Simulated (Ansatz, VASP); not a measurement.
**Bi in VASP and in Ansatz**

```
Bi
1.0
    -1.70306    1.70306    2.75425
     1.70306   -1.70306    2.75425
     1.70306    1.70306   -2.75425
Bi
1
Direct
  0.00000 0.00000 0.00000
```

Alike in both runs: functional PBE; k mesh 22 × 22 × 22; occupations gaussian, width 0.1 eV; no spin polarisation.

Ansatz relaxed the structure, and its values are those at the end. VASP's run is a single point on that final structure, the one shown.

|  | VASP | Ansatz |
| --- | --- | --- |
| version | VASP 6.6.1 | Ansatz 0.2.0 |
| potentials or method | VASP PAW PBE potentials, release 64 (Bi_d), cutoff 520 eV | scalar-relativistic, plane waves, PAW |
| valence electrons in the cell | 15 | 15 |

|  | VASP | Ansatz | Ansatz less VASP |
| --- | --- | --- | --- |
| gap on the k mesh at the Fermi level (eV) | none | none | - |
| pressure (GPa) | -0.1 | 0.0 | +0.06 |

A gap of «none» marks a metal or a gap that the smearing closes.

Spin-orbit coupling is off throughout.
